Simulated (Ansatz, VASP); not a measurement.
BeS in VASP and in Ansatz

INCAR

```
SYSTEM = BeS
PREC = Accurate
ENCUT = 520
EDIFF = 1E-7
ISMEAR = 0
SIGMA = 0.05
LREAL = .False.
LASPH = .True.
NELM = 80
ALGO = Normal
ISIF = 2
LWAVE = .False.
LCHARG = .False.
GGA = PS
NBANDS = 11
```

File KPOINTS:

```
Automatic mesh
0
Gamma
  10 10 10
  0 0 0
```

File POSCAR:

```
BeS
1.0
    0.0000000000      2.1974921578      2.3808149055
    2.3808149055      0.0000000000      2.3808149055
    2.3808149055      2.1974921578      0.0000000000
Be S
1 1
Direct
    0.0000000000      0.0000000000      0.0000000000
    0.7500000000      0.7500000000      0.7500000000
```

Input for Ansatz:

```yaml
crystal:
  lattice:
    - [0.0, 2.1974921578, 2.3808149055]
    - [2.3808149055, 0.0, 2.3808149055]
    - [2.3808149055, 2.1974921578, 0.0]
  atoms:
    - { symbol: Be, position: [0.0, 0.0, 0.0] }
    - { symbol: S, position: [0.75, 0.75, 0.75] }
basis:
  ecutwfc: 520.0
kpoints:
  mp_grid: { grid: [10, 10, 10] }
hamiltonian:
  xc: pbesol
scf:
  occupations: { method: gaussian, width: 0.05 }
output:
  forces: true
  stress: true
  eigenvalues: true
```

Alike in both runs: task single point; functional PBEsol; k mesh 10 × 10 × 10; occupations gaussian, width 0.05 eV; no spin polarisation.

|  | VASP | Ansatz |
| --- | --- | --- |
| version | VASP 6.6.1 | Ansatz 0.2.0 |
| potentials or method | VASP PAW PBE potentials, release 64 (Be, S), cutoff 520 eV | scalar-relativistic, plane waves, PAW |
| valence electrons in the cell | 8 | 8 |

```csv
,VASP,Ansatz,Ansatz less VASP
gap on the k mesh at the Fermi level (eV),1.86,1.86,-0.004
least direct gap on the mesh (eV),5.23,5.19,-0.034
pressure (GPa),15.8,15.6,-0.19
"traceless stress, the component that is largest in VASP (GPa)",4.44,4.47,+0.031
```

VASP's potentials were made for PBE, not for PBEsol. With one functional, cell and mesh, what is left measures potentials, basis and numerics.
